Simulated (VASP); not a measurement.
A run of VASP 6.6.1 is set up as follows.

The input INCAR:

```
SYSTEM = AlN
  ALGO = Normal
  EDIFF = 1E-6
  ENCUT = 520
  GGA = PE
  ISIF = 2
  ISMEAR = 0
  LASPH = .True.
  LCHARG = .True.
  LELF = .True.
  LREAL = .False.
  LVHAR = .True.
  LWAVE = .False.
  NBANDS = 11
  NELM = 80
  PREC = Accurate
  SIGMA = 0.05
```

The input KPOINTS:

```
k-points
0
Gamma
  10 10 10
  0 0 0
```

POSCAR

```
AlN
1.0
   -0.1582615573      1.9314597104      1.9314597104
    1.9314597104     -0.1582615573      1.9314597104
    1.9314597104      1.9314597104     -0.1582615573
Al N
1 1
Direct
    0.5000000000      0.5000000000      0.5000000000
    0.0000000000      0.0000000000      0.0000000000
```

Potentials or basis: VASP PAW PBE potentials, release 64 (Al, N).

The run is started by

```bash
$ cat potpaw_PBE.64/Al/POTCAR potpaw_PBE.64/N/POTCAR > POTCAR
$ mpirun -np 1 vasp_std > vasp.out
```

Predict the band gap on the k mesh.

2.75 eV, indirect (least direct gap 4.53 eV).

Predict the pressure.

12.0 GPa.

Stress tensor (GPa, compression positive):
```
12.02 22.20 22.20
22.20 12.02 22.20
22.20 22.20 12.02
```

A k mesh can miss the band edges.
